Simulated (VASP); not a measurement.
Write the native input for VASP 6.6.1 that does the following.

```
Task                   : relaxation of cell and atoms
Functional             : PBE
Potentials or basis    : VASP PAW PBE potentials, release 64 (Rh_pv)
Cutoff                 : 600 eV
k mesh                 : 18 × 18 × 18
Occupations            : gaussian, width 0.1 eV
Spin                   : no spin polarisation
Dipole correction      : no
Further INCAR settings : ALGO = Normal; EDIFF = 1e-06; IBRION = 2; EDIFFG = -0.005; NSW = 100; ISIF = 3
```

The structure of Rh lies in POSCAR:

```
Rh
1.0
    0.0000000000      1.9178870362      1.9178870362
    1.9178870362      0.0000000000      1.9178870362
    1.9178870362      1.9178870362      0.0000000000
Rh
1
Direct
    0.0000000000      0.0000000000      0.0000000000
```

One way to write it, as run:

INCAR

```
PREC = Accurate ; ENCUT = 600
EDIFF = 1E-6 ; ISMEAR = 0
SIGMA = 0.1 ; LREAL = False
LASPH = True ; NELM = 80
ALGO = Normal ; ISIF = 3
LWAVE = False ; LCHARG = False
GGA = PE ; IBRION = 2
NSW = 100 ; EDIFFG = -0.005
```

KPOINTS

```
Automatic mesh
0
Gamma
  18 18 18
```

Potentials or basis: VASP PAW PBE potentials, release 64 (Rh_pv).

Run with:

```console
$ cat potpaw_PBE.64/Rh_pv/POTCAR > POTCAR
$ mpirun -np 1 vasp_std > vasp.out
```

Results of the run:

```
Relaxed volume                         : 14.04 Å³/atom
Relaxed cell                           : a = 2.708 Å, b = 2.708 Å, c = 2.708 Å, α = 60.00°, β = 60.00°, γ = 60.00°
Space group after relaxing (to 0.05 Å) : Fm-3m (No. 225)
Energy gained by relaxing              : 0.3 meV/atom
Ionic steps                            : 3
Pressure after relaxing                : 0.0 GPa
```

Wall time 29 s on 1 thread of Intel(R) Xeon(R) Platinum 8488C (Sapphire Rapids), on a shared host, peak memory 0.17 GiB.
